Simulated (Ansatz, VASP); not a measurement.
Two plane-wave programs on SnO2

```xyz
6
Lattice="4.9618 0.0000 0.0000 0.0000 4.9625 0.0000 0.0000 0.0000 3.3522" Properties=species:S:1:pos:R:3 pbc="T T T"
Sn    2.4809    2.4812    1.6761
Sn    0.0000    0.0000    0.0000
O     1.5400    1.5402    0.0000
O     4.0209    0.9410    1.6761
O     0.9410    4.0214    1.6761
O     3.4219    3.4222    0.0000
```

Change from the starting cell: volume 13.757 Å^3 an atom, stretch along a over the lengths across it, relative to the relaxed cell 1.0000.

Alike in both runs: functional LDA; k mesh 6 × 6 × 10; occupations gaussian, width 0.05 eV; no spin polarisation.

Ansatz relaxed the structure, and its values are those at the end. VASP's run is a single point on that final structure, the one shown.

|  | VASP | Ansatz |
| --- | --- | --- |
| version | VASP 6.6.1 | Ansatz 0.2.0 |
| potentials or method | VASP PAW LDA potentials, release 64 (Sn_d, O), cutoff 520 eV | scalar-relativistic, plane waves, PAW |
| valence electrons in the cell | 52 | 52 |

Ansatz gave:

```
gap on the k mesh at the Fermi level (eV) : 0.07
least direct gap on the mesh (eV)         : 0.31
pressure (GPa)                            : -21.5
rms of the force components (eV/Å)        : 0.003
```

What did VASP give for the same quantities?

gap on the k mesh at the Fermi level (eV): 0.07; least direct gap on the mesh (eV): 0.28; pressure (GPa): -21.0; rms of the force components (eV/Å): 0.015.

LDA's correlation is that of Perdew and Zunger in VASP and of Perdew and Wang (1992) in Ansatz. Ansatz's warnings: stress scf threshold loose.
